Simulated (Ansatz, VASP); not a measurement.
## One calculation of AlN, two programs

```
CELL_PARAMETERS angstrom
0.00000 1.98135 1.98135
1.98135 0.00000 1.98135
1.98135 1.98135 0.00000
ATOMIC_POSITIONS crystal
Al 0.50000 0.50000 0.50000
N 0.00000 0.00000 0.00000
```

Alike in both runs: task single point; functional PBEsol; k mesh 10 × 10 × 10; occupations gaussian, width 0.02 eV; no spin polarisation.

```csv
,VASP,Ansatz
version,VASP 6.6.1,Ansatz 0.2.0
potentials or method,"VASP PAW PBE potentials, release 64 (Al, N), cutoff 600 eV","scalar-relativistic, plane waves, PAW"
valence electrons in the cell,8,8
```

Ansatz gave:

| Quantity | Value |
| --- | --- |
| gap on the k mesh at the Fermi level (eV) | 5.02 |
| least direct gap on the mesh (eV) | 6.54 |
| pressure (GPa) | 18.4 |

**Question.** What did VASP give for the same quantities?

**Answer.** gap on the k mesh at the Fermi level (eV): 5.03; least direct gap on the mesh (eV): 6.57; pressure (GPa): 18.2.

VASP's potentials were made for PBE, not for PBEsol.
